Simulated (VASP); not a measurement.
Write the native input for VASP 6.6.1 that does the following.

| Quantity | Value |
| --- | --- |
| Task | single point |
| Functional | PBEsol |
| Potentials or basis | VASP PAW PBE potentials, release 64 (Pb_d) |
| Cutoff | 520 eV |
| k mesh | 8 × 8 × 11 |
| Occupations | fermi-dirac, width 0.1 eV |
| Spin | no spin polarisation |
| Dipole correction | no |
| Further INCAR settings | ALGO = Normal; EDIFF = 1e-06; NBANDS = 28 |

The structure of Pb lies in POSCAR:

```
Pb
1.0
    5.6348984998      0.0000000000      0.0000000000
   -2.8174492499      4.8799652486      0.0000000000
    0.0000000000      0.0000000000      3.4231505334
Pb
3
Direct
    1.0000000000      1.0000000000      0.0000000000
    0.3333333333      0.6666666667      0.5000000000
    0.6666666667      0.3333333333      0.5000000000
```

This isn't the form of Pb at room conditions, which is fcc.

One way to write it, as run:

INCAR

```
PREC     = Accurate       # precision mode
ENCUT    = 520            # plane-wave cutoff, eV
EDIFF    = 1E-6           # SCF threshold, eV
ISMEAR   = -1             # smearing method
SIGMA    = 0.1            # smearing width, eV
LREAL    = F              # projectors in reciprocal space
LASPH    = T              # aspherical terms in the spheres
NELM     = 60             # most SCF steps
ALGO     = Normal         # electronic algorithm
ISIF     = 2              # what is computed and relaxed
LWAVE    = F              # write WAVECAR
LCHARG   = F              # write CHGCAR
GGA      = PS             # functional
NBANDS   = 28             # bands
```

KPOINTS

```
Automatic mesh
0
Gamma
  8 8 11
```

Potentials or basis: VASP PAW PBE potentials, release 64 (Pb_d).

Launch:

```console
$ cat potpaw_PBE.64/Pb_d/POTCAR > POTCAR
$ mpirun -np 1 vasp_std > vasp.out
```

It gave:

| Property | Result |
| --- | --- |
| Pressure | -1.7 GPa |
| Band gap on the k mesh | zero (bands 21 and 22 overlap by 3.56 eV) |

Caveat: the PAW data sets were made with another functional, which shifts forces and pressure a little; spin-orbit coupling is left out, which moves the levels of the heavy elements.

Run time: 2.3 min on 1 thread of Intel Xeon 8259CL (shared host), peak memory 0.28 GiB.
